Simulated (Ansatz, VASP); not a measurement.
**Ge: VASP beside Ansatz**

File INCAR:

```
SYSTEM = Ge
ALGO = Normal
EDIFF = 1E-6
ENCUT = 500
GGA = PE
GGA_COMPAT = .FALSE.
ISIF = 2
ISMEAR = 0
LASPH = .TRUE.
LCHARG = .FALSE.
LREAL = .FALSE.
LWAVE = .FALSE.
NBANDS = 21
NELM = 120
PREC = Accurate
SIGMA = 0.05
```

File KPOINTS:

```
k-points
0
G
  6 6 6
  0 0 0
```

File POSCAR:

```
Ge
1.0
    0.0000000000      2.8836577635      2.8836577635
    2.8836577635      0.0000000000      2.8836577635
    2.8836577635      2.8836577635      0.0000000000
Ge
2
Direct
    0.5000000000      0.5000000000      0.5000000000
    0.7500000000      0.7500000000      0.7500000000
```

Input for Ansatz:

```yaml
crystal:
  lattice:
    - [0.0, 2.8836577635, 2.8836577635]
    - [2.8836577635, 0.0, 2.8836577635]
    - [2.8836577635, 2.8836577635, 0.0]
  atoms:
    - { symbol: Ge, position: [0.5, 0.5, 0.5] }
    - { symbol: Ge, position: [0.75, 0.75, 0.75] }
basis:
  ecutwfc: 420
  ecutrho_ratio: 4
kpoints:
  mp_grid: { grid: [6, 6, 6] }
hamiltonian:
  xc: pbe
scf:
  occupations: { method: gaussian, width: 0.05 }
output:
  forces: true
  stress: true
  eigenvalues: true
```

Alike in both runs: task single point; functional PBE; k mesh 6 × 6 × 6; occupations gaussian, width 0.05 eV; no spin polarisation.

|  | VASP | Ansatz |
| --- | --- | --- |
| version | VASP 6.6.1 | Ansatz 0.2.0 |
| potentials or method | VASP PAW PBE potentials, release 64 (Ge_d), cutoff 500 eV | scalar-relativistic, plane waves, PAW |
| valence electrons in the cell | 28 | 28 |

VASP gave:

```
gap on the k mesh at the Fermi level (eV) : none
pressure (GPa)                            : -0.2
```

What did Ansatz give for the same quantities?

gap on the k mesh at the Fermi level (eV): none; pressure (GPa): -0.1.

A gap of «none» marks a metal or a gap that the smearing closes. With one functional, cell and mesh, what is left measures potentials, basis and numerics.
